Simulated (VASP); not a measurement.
Set up this calculation in VASP 6.6.1, as the native input.

| Quantity | Value |
| --- | --- |
| Task | single point |
| Functional | PBE |
| Potentials or basis | VASP PAW PBE potentials, release 64 (Ni, Si) |
| Cutoff | 520 eV |
| k mesh | 14 × 14 × 13 |
| Occupations | fermi-dirac, width 0.1 eV |
| Spin | no spin polarisation |
| Dipole correction | no |
| Further INCAR settings | ALGO = Normal; EDIFF = 1e-06; NBANDS = 14 |

The structure of SiNi (WC type) lies in POSCAR:

```
SiNi
1.0
    3.4865879049      0.0000000000      0.0000000000
   -1.7432939524      3.0194736982      0.0000000000
    0.0000000000      0.0000000000      2.4874526859
Ni Si
1 1
Direct
    0.0000000000      0.0000000000      0.0000000000
    0.3333333333      0.6666666667      0.5000000000
```

These files were run (other wordings do the same):

INCAR

```
SYSTEM = SiNi
  PREC = Accurate
  ENCUT = 520
  EDIFF = 1E-6
  ISMEAR = -1
  SIGMA = 0.1
  LREAL = .False.
  LASPH = .True.
  NELM = 100
  ALGO = Normal
  ISIF = 2
  LWAVE = .False.
  LCHARG = .False.
  GGA = PE
  NBANDS = 14
```

KPOINTS

```
regular mesh
0
Gamma
  14 14 13
  0 0 0
```

Potentials or basis: VASP PAW PBE potentials, release 64 (Ni, Si).

Command:

```sh
$ cat potpaw_PBE.64/Ni/POTCAR potpaw_PBE.64/Si/POTCAR > POTCAR
$ mpirun -np 1 vasp_std > vasp.out
```

It gave:

```yaml
Pressure: 0.0 GPa
Band_gap_on_the_k_mesh: zero (band 7 reaches 12.47 eV, above the bottom of band 8 at 7.70 eV)
```

It used 44 s of CPU time on 1 thread of AMD EPYC 7R13 Processor (Zen 3), with other jobs on the host.
